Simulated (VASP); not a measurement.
# Re (P6_3/mmc) in VASP: single point with PBE

Aim: the single point of Re with PBE.

Everything below comes from runs of VASP 6.6.1. Logs are shortened: lines on timing, memory, paths and dates and some standing lists are left out, and cuts for length are marked.

**1. The cell of the first run**

It takes space group P6_3/mmc (No. 194, hexagonal). The conventional cell has a = 2.766 Å, b = 2.766 Å, c = 8.939 Å, α = 90.00°, β = 90.00°, γ = 120.00°. Within 3.6 Å of Re (site symmetry -3m) lie 12 Re at 2.75 to 2.77 Å. Within 3.6 Å of Re (site symmetry -6m2) lie 12 Re at 2.75 to 2.77 Å.

**2. Single point, PBE**

Contents of INCAR:

```
SYSTEM = Re
PREC = Accurate
ENCUT = 600
EDIFF = 1E-6
ISMEAR = -1
SIGMA = 0.1
LREAL = .FALSE.
LASPH = .TRUE.
NELM = 120
ALGO = Normal
ISIF = 2
LWAVE = .FALSE.
LCHARG = .FALSE.
GGA = PE
ISYM = 0
NBANDS = 22
GGA_COMPAT = .FALSE.
```

Contents of KPOINTS:

```
Automatic mesh
0
Gamma
  10 10 3
  0.5 0.5 0
```

Contents of POSCAR:

```
Re
1.0
    2.7663873900      0.0000000000      0.0000000000
   -1.3831936950      2.3957617564      0.0000000000
    0.0000000000      0.0000000000      8.9388451600
Re
4
Direct
    0.0000000000      0.0000000000      0.0000000000
    0.0000000000      0.0000000000      0.5000000000
    0.3333333333      0.6666666667      0.2500000000
    0.6666666667      0.3333333333      0.7500000000
```

Potentials or basis: VASP PAW PBE potentials, release 64 (Re).

Command:

```bash
cat potpaw_PBE.64/Re/POTCAR > POTCAR
mpirun -np 1 vasp_std > vasp.out
```

OUTCAR:

```text
SYSTEM = Re
   PREC = Accurate
   ENCUT = 600
   EDIFF = 1E-6
   ISMEAR = -1
   LREAL = .FALSE.
   LASPH = .TRUE.
   NELM = 120
   ISIF = 2
   GGA = PE
   ISYM = 0

 ion  position               nearest neighbor table
   1  0.000  0.000  0.000-   3 2.75   4 2.75   3 2.75   4 2.75   4 2.75   3 2.75
   2  0.000  0.000  0.500-   3 2.75   4 2.75   3 2.75   4 2.75   4 2.75   3 2.75
   3  0.333  0.667  0.250-   1 2.75   2 2.75   1 2.75   2 2.75   1 2.75   2 2.75
   4  0.667  0.333  0.750-   1 2.75   2 2.75   1 2.75   2 2.75   1 2.75   2 2.75

IMPORTANT INFORMATION: All symmetrisations will be switched off!
NOSYMM: (Re-)initialisation of all symmetry stuff for point group C_1.

----------------------------------------------------------------------------------------

                                     Primitive cell

  volume of cell :      59.2431

  direct lattice vectors                    reciprocal lattice vectors
     2.766387390  0.000000000  0.000000000     0.361482272  0.208701887  0.000000000
    -1.383193695  2.395761756  0.000000000     0.000000000  0.417403775  0.000000000
     0.000000000  0.000000000  8.938845160     0.000000000  0.000000000  0.111871274

  length of vectors
     2.766387390  2.766387390  8.938845160     0.417403775  0.417403775  0.111871274

  position of ions in fractional coordinates (direct lattice)
     0.000000000  0.000000000  0.000000000
     0.000000000  0.000000000  0.500000000
     0.333333333  0.666666667  0.250000000
     0.666666667  0.333333333  0.750000000

  ion indices of the primitive-cell ions
   primitive index   ion index
                 1           1
                 2           2
                 3           3
                 4           4

----------------------------------------------------------------------------------------

 KPOINTS: Automatic mesh

Automatic generation of k-mesh.
 Grid dimensions read from file:
 generate k-points for:   10   10    3

 Generating k-lattice:

  Cartesian coordinates                     Fractional coordinates (reciprocal lattice)
     0.036148227  0.020870189  0.000000000     0.100000000  0.000000000  0.000000000
     0.000000000  0.041740377  0.000000000     0.000000000  0.100000000  0.000000000
     0.000000000  0.000000000  0.037290425     0.000000000  0.000000000  0.333333333

  Length of vectors
     0.041740377  0.041740377  0.037290425

  Shift w.r.t. Gamma in fractional coordinates (k-lattice)
     0.500000000  0.500000000  0.000000000

 Subroutine IBZKPT returns following result:
 ===========================================

 Found    450 irreducible k-points:

 Following reciprocal coordinates:
            Coordinates               Weight
  0.050000  0.050000  0.000000      2.000000
 -0.050000  0.100000  0.000000      2.000000
 -0.100000  0.050000  0.000000      2.000000
  0.150000  0.050000  0.000000      2.000000
 -0.050000  0.200000  0.000000      2.000000
 -0.200000  0.150000  0.000000      2.000000
[... 16 lines left out ...]
 -0.050000  0.500000  0.000000      2.000000
  0.500000  0.450000  0.000000      2.000000
 [... further k-points ...]
   k-points           NKPTS =    450   k-points in BZ     NKDIM =    450   number of bands    NBANDS=     22
   number of dos      NEDOS =    301   number of ions     NIONS =      4
   total plane-waves  NPLWV =  41472
   dimension x,y,z NGX =    24 NGY =   24 NGZ =   72
   dimension x,y,z NGXF=    48 NGYF=   48 NGZF=  144
   ions per type =               4
   NGX,Y,Z   is equivalent  to a cutoff of  14.42, 14.42, 13.39 a.u.
   NGXF,Y,Z  is equivalent  to a cutoff of  28.85, 28.85, 26.78 a.u.
 SYSTEM =  Re
   PREC   = accura    normal or accurate (medium, high low for compatibility)
   ISTART =      0    job   : 0-new  1-cont  2-samecut
   ICHARG =      2    charge: 1-file 2-atom 10-const
   ISPIN  =      1    spin polarized calculation?
   LNONCOLLINEAR =      F non collinear calculations
   LSORBIT =      F    spin-orbit coupling
   LASPH  =      T    aspherical Exc in radial PAW
   ENCUT  =  600.0 eV  44.10 Ry    6.64 a.u.   5.53  5.53 17.85*2*pi/ulx,y,z
   NELM   =    120;   NELMIN=  2; NELMDL= -5     # of ELM steps
   EDIFF  = 0.1E-05   stopping-criterion for ELM
   LREAL  =      F    real-space projection
   EDIFFG = 0.1E-04   stopping-criterion for IOM
   NSW    =      0    number of steps for IOM
   IBRION =     -1    ionic relax: 0-MD 1-quasi-New 2-CG
   NFREE  =      0    steps in history (QN), initial steepest desc. (CG)
   ISIF   =      2    stress and relaxation
   ISYM   =      0    0-nonsym 1-usesym 2-fastsym
   POTIM  = 0.5000    time-step for ionic-motion
   TEBEG  =    0.0;   TEEND  =   0.0 temperature during run
   PSTRESS=    0.0 pullay stress
   NELECT =      28.0000    total number of electrons
   NUPDOWN=      -1.0000    fix difference up-down
   EMIN   =  10.00;   EMAX   =-10.00  energy-range for DOS
   EFERMI =   0.00;   METHOD = LEGACY
   ISMEAR =    -1;   SIGMA  =   0.10  broadening in eV -4-tet -1-fermi 0-gaus
   EFERMI_NEDOS =   21; number of points for ismear=-14 and -15
   IALGO  =     38    algorithm
   IMIX   =      4    mixing-type and parameters
     AMIX     =   0.40;   BMIX     =  1.00
     AMIX_MAG =   1.60;   BMIX_MAG =  1.00
  volume/ion in A,a.u.               =      14.81        99.95
  Fermi-wavevector in a.u.,A,eV,Ry     =   1.275209  2.409796 22.125236  1.626159
  Thomas-Fermi vector in A             =   2.407934
   LORBIT       =      0    0 simple, 1 ext, 2 COOP (PROOUT), +10 PAW based schemes
   GGA     = PE    functional components
   LHFCALC =     F    Hartree Fock is set to
   AEXX    =    0.0000 exact exchange contribution
   IVDW    =     0    specifies the selected vdW correction
   LEPSILON=     F    determine dielectric tensor
   LRPA    =     F    only Hartree local field effects (RPA)
 non-spin polarized calculation
  energy-cutoff  :      600.00
  volume of cell :       59.24
 maximum number of plane-waves:      2015
 NGX is ok and might be reduce to    24
   NGX = 11   NGY = 11   NGZ = 35

 number of electron      28.0000000 magnetization

 Free energy of the ion-electron system (eV)
  ---------------------------------------------------
  ext. energy  EPLUGINS =         0.00000000
  ---------------------------------------------------
  free energy    TOTEN  =       -49.74581298 eV

  energy without entropy =      -49.64902223  energy(sigma->0) =      -49.69741760

 E-fermi :   7.9223     XC(G=0): -13.6938

 val. band max:        7.9131487606   @ k =   0.3500   0.3500   0.0000
 cond. band min:       7.9313314872   @ k =   0.4500   0.1500   0.3333
 fundamental gap:      0.0181827266
 Fermi energy:         7.9223335711

 k-point     1 :       0.0500    0.0500    0.0000
  band No.  band energies     occupation
      1      -1.7130      2.00000
      2       0.5726      2.00000
      3       0.6338      2.00000
      4       1.5353      2.00000
      5       4.9963      2.00000
      6       5.2611      2.00000
[... 14 lines left out ...]
     21      10.3321      0.00000
     22      10.4460      0.00000

 k-point     2 :      -0.0500    0.1000    0.0000
  band No.  band energies     occupation
      1      -1.7130      2.00000
      2       0.5726      2.00000
      3       0.6338      2.00000
      4       1.5353      2.00000
      5       4.9963      2.00000
      6       5.2611      2.00000
[... 14 lines left out ...]
     21      10.3321      0.00000
     22      10.4460      0.00000

 k-point     3 :      -0.1000    0.0500    0.0000
  band No.  band energies     occupation
      1      -1.7130      2.00000
      2       0.5726      2.00000
      3       0.6338      2.00000
      4       1.5353      2.00000
      5       4.9963      2.00000
      6       5.2611      2.00000
[... 14 lines left out ...]
     21      10.3321      0.00000
     22      10.4460      0.00000

 k-point     4 :       0.1500    0.0500    0.0000
  band No.  band energies     occupation
      1      -0.7769      2.00000
      2       1.3450      2.00000
      3       1.3949      2.00000
      4       2.3456      2.00000
      5       4.3265      2.00000
      6       4.7735      2.00000
[... 14 lines left out ...]
     21      10.4757      0.00000
     22      10.7367      0.00000

 k-point     5 :      -0.0500    0.2000    0.0000
  band No.  band energies     occupation
      1      -0.7769      2.00000
      2       1.3450      2.00000
      3       1.3949      2.00000
      4       2.3456      2.00000
      5       4.3265      2.00000
      6       4.7735      2.00000
[... 14 lines left out ...]
     21      10.4757      0.00000
     22      10.7367      0.00000

 k-point     6 :      -0.2000    0.1500    0.0000
  band No.  band energies     occupation
      1      -0.7769      2.00000
      2       1.3450      2.00000
      3       1.3949      2.00000
      4       2.3456      2.00000
      5       4.3265      2.00000
      6       4.7735      2.00000
[... 14 lines left out ...]
     21      10.4757      0.00000
     22      10.7367      0.00000

 k-point     7 :      -0.1500    0.2000    0.0000
  band No.  band energies     occupation
      1      -0.7769      2.00000
      2       1.3450      2.00000
      3       1.3949      2.00000
      4       2.3456      2.00000
      5       4.3265      2.00000
      6       4.7735      2.00000
[... 324 lines left out ...]
      6       3.6335      2.00000
[... 14 lines left out ...]
     21      11.7392      0.00000
     22      12.0405      0.00000

 k-point    21 :       0.4000   -0.0500    0.0000
  band No.  band energies     occupation
      1       1.3395      2.00000
      2       1.6379      2.00000
      3       2.0707      2.00000
      4       2.6792      2.00000
      5       3.5615      2.00000
      6       3.6335      2.00000
[... 14 lines left out ...]
     21      11.7356      0.00000
     22      12.0338      0.00000

 k-point    22 :       0.4500    0.0500    0.0000
  band No.  band energies     occupation
      1       1.3279      2.00000
      2       1.3749      2.00000
      3       1.9752      2.00000
      4       2.6912      2.00000
      5       3.2649      2.00000
      6       3.6808      2.00000
[... 14 lines left out ...]
     21      12.3775      0.00000
     22      12.7151      0.00000

 k-point    23 :      -0.0500    0.5000    0.0000
  band No.  band energies     occupation
      1       1.3279      2.00000
      2       1.3749      2.00000
      3       1.9752      2.00000
      4       2.6912      2.00000
      5       3.2649      2.00000
      6       3.6808      2.00000
[... 14 lines left out ...]
     21      12.3774      0.00000
     22      12.7141      0.00000

 k-point    24 :       0.5000    0.4500    0.0000
  band No.  band energies     occupation
      1       1.3279      2.00000
      2       1.3749      2.00000
      3       1.9752      2.00000
      4       2.6912      2.00000
      5       3.2649      2.00000
      6       3.6808      2.00000
[... 14 lines left out ...]
     21      12.3774      0.00000
     22      12.7141      0.00000

 [... further k-points ...]

------------------------ aborting loop because EDIFF is reached ----------------------------------------

  FORCE on cell =-STRESS in cart. coord.  units (eV):
  Direction    XX          YY          ZZ          XY          YZ          ZX
  --------------------------------------------------------------------------------------
  -------------------------------------------------------------------------------------
  Total        1.2754810      1.2755085      0.9797599      0.0000201      0.0000272     -0.0000183
  in kB       34.4942369     34.4949790     26.4967256      0.0005432      0.0007343     -0.0004957
  external PRESSURE =      31.8286472 kB  Pullay stress =       0.0000000 kB

 VOLUME and BASIS-vectors are now :
 -----------------------------------------------------------------------------
  energy-cutoff  :      600.00
  volume of cell :       59.24
      direct lattice vectors                 reciprocal lattice vectors
     2.766387390  0.000000000  0.000000000     0.361482272  0.208701887  0.000000000
    -1.383193695  2.395761756  0.000000000     0.000000000  0.417403775  0.000000000
     0.000000000  0.000000000  8.938845160     0.000000000  0.000000000  0.111871274

 POSITION                                       TOTAL-FORCE (eV/Angst)
 -----------------------------------------------------------------------------------
      0.00000      0.00000      0.00000        -0.000002     -0.000005     -0.000663
      0.00000      0.00000      4.46942         0.000005     -0.000009      0.000450
     -0.00000      1.59717      2.23471         0.000003      0.000005     -0.002554
      1.38319      0.79859      6.70413        -0.000007      0.000009      0.002766
 -----------------------------------------------------------------------------------
    total drift:                                0.000000     -0.000004     -0.000078

  FREE ENERGIE OF THE ION-ELECTRON SYSTEM (eV)
  ---------------------------------------------------
  free  energy   TOTEN  =       -49.7458129759 eV

  energy  without entropy=      -49.6490222298  energy(sigma->0) =      -49.69741760
```

It took 9.4 min on 1 thread of Oxide Virtual Turin-like, shared host; peak memory 0.6 GiB.

Results:

| Quantity | Value |
| --- | --- |
| Free energy | -49.7458 eV |
| Pressure | 3.2 GPa |
| Band gap on the k mesh | zero (bands 14 and 15 overlap by 2.30 eV) |

Forces in eV/Å, atoms in the order of the input:
```
Re   0.000  0.000 -0.001
Re   0.000  0.000  0.000
Re   0.000  0.000 -0.003
Re   0.000  0.000  0.003
```

Levels at points of the mesh, in eV from the Fermi level:
| k point | band 11 | band 12 | band 13 | band 14 | band 15 | band 16 | band 17 | band 18 |
| --- | --- | --- | --- | --- | --- | --- | --- | --- |
| (0.05, 0.05, 0.00) | -1.70 | -1.13 | -1.04 | -0.97 | -0.87 | -0.46 | 0.34 | 0.37 |

Caveat: the cell stands under pressure; spin-orbit coupling is left out, which moves the levels of the heavy elements.
